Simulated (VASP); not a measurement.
Wanted: the native input for a VASP 6.6.1 run.

```yaml
Task: single point
Functional: revPBE
Potentials_or_basis: VASP PAW PBE potentials, release 64 (Sr_sv)
Cutoff: 520 eV
k_mesh: 7 × 7 × 7
Occupations: fermi-dirac, width 0.1 eV
Spin: no spin polarisation
Dipole_correction: no
Further_INCAR_settings: ALGO = Normal; EDIFF = 1e-06; NBANDS = 17
```

The structure of Sr lies in POSCAR:

```
Sr
1.0
    0.0000000000      4.8977333076      4.8977333076
    4.8977333076      0.0000000000      4.8977333076
    4.8977333076      4.8977333076      0.0000000000
Sr
2
Direct
    0.1250000000      0.1250000000      0.1250000000
    0.8750000000      0.8750000000      0.8750000000
```

This isn't the form of Sr at room conditions, which is fcc.

These files were run (other wordings do the same):

INCAR

```
SYSTEM = Sr
ALGO     = Normal         ! electronic algorithm
EDIFF    = 1E-6           ! SCF threshold, eV
ENCUT    = 520            ! plane-wave cutoff, eV
GGA      = RE             ! functional
ISIF     = 2              ! what is computed and relaxed
ISMEAR   = -1             ! smearing method
LASPH    = .True.         ! aspherical terms in the spheres
LCHARG   = .True.         ! write CHGCAR
LELF     = .True.         ! ELF
LREAL    = .False.        ! projectors in reciprocal space
LVHAR    = .True.       
LWAVE    = .False.        ! write WAVECAR
NBANDS   = 17             ! bands
NELM     = 80             ! most SCF steps
PREC     = Accurate       ! precision mode
SIGMA    = 0.1            ! smearing width, eV
```

KPOINTS

```
k-points
0
Gamma
  7 7 7
  0 0 0
```

Potentials or basis: VASP PAW PBE potentials, release 64 (Sr_sv).

The run is started by

```sh
$ cat potpaw_PBE.64/Sr_sv/POTCAR > POTCAR
$ mpirun -np 1 vasp_std > vasp.out
```

It gave:

The pressure is 0.0 GPa. The band gap on the k mesh is zero (bands 10 and 11 overlap by 0.65 eV).

Caveat: the PAW data sets were made with another functional, which shifts forces and pressure a little.

Run time: 68 s on 1 thread of AMD EPYC 9R45 96-Core Processor (Zen 5), with other jobs on the host, peak memory 0.38 GiB.
